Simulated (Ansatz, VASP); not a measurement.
**LiH in VASP and in Ansatz**

Contents of POSCAR:

```
LiH
1.0
    0.0000000000      2.0029948335      2.0029948335
    2.0029948335      0.0000000000      2.0029948335
    2.0029948335      2.0029948335      0.0000000000
Li H
1 1
Direct
    0.0000000000      0.0000000000      0.0000000000
    0.5000000000      0.5000000000      0.5000000000
```

INCAR.step1

```
SYSTEM = LiH
  PREC = Accurate
  ENCUT = 520
  EDIFF = 1E-5
  ISMEAR = 0
  SIGMA = 0.01
  LREAL = .False.
  LASPH = .True.
  NELM = 100
  ALGO = Normal
  ISIF = 2
  LWAVE = .True.
  LCHARG = .False.
  NBANDS = 9
  GGA = PE
```

The input INCAR.step2:

```
SYSTEM = LiH
  PREC = Accurate
  ENCUT = 520
  EDIFF = 1E-7
  ISMEAR = 0
  SIGMA = 0.01
  LREAL = .False.
  LASPH = .True.
  NELM = 100
  ALGO = Normal
  ISIF = 2
  LWAVE = .False.
  LCHARG = .False.
  GGA = PE
  LHFCALC = .True.
  HFSCREEN = 0.2079
  PRECFOCK = Normal
  NBANDS = 9
  ISTART = 1
```

Contents of KPOINTS:

```
Automatic mesh
0
Gamma
  6 6 6
  0 0 0
```

Input for Ansatz:

```yaml
crystal:
  lattice:
    - [0.0, 2.0029948335, 2.0029948335]
    - [2.0029948335, 0.0, 2.0029948335]
    - [2.0029948335, 2.0029948335, 0.0]
  atoms:
    - { symbol: Li, position: [0.0, 0.0, 0.0] }
    - { symbol: H, position: [0.5, 0.5, 0.5] }
kpoints:
  mp_grid: { grid: [6, 6, 6] }
hamiltonian:
  xc: hse06
scf:
  occupations: { method: fixed }
  n_extra_bands: 4
output:
  forces: true
  stress: true
  eigenvalues: true
```

Alike in both runs: task single point; functional HSE06; k mesh 6 × 6 × 6; no spin polarisation.

```csv
,VASP,Ansatz
version,VASP 6.6.1,Ansatz 0.2.0
potentials or method,"VASP PAW PBE potentials, release 64 (Li_sv, H)","plane waves, PAW"
plane-wave cutoff (eV),520,420
occupations,"gaussian, width 0.01 eV",fixed
valence electrons in the cell,4,4
```

|  | VASP | Ansatz | Ansatz less VASP |
| --- | --- | --- | --- |
| gap on the k mesh at the Fermi level (eV) | 3.97 | 3.97 | +0.002 |

Ansatz's warnings: stress exchange threshold loose, stress scf threshold loose.

The k mesh is coarse, so the values compare programs but aren't converged. Noted on VASP's run: the cutoff is under 1.25 times that of the potentials, so the pressure is a little rough.
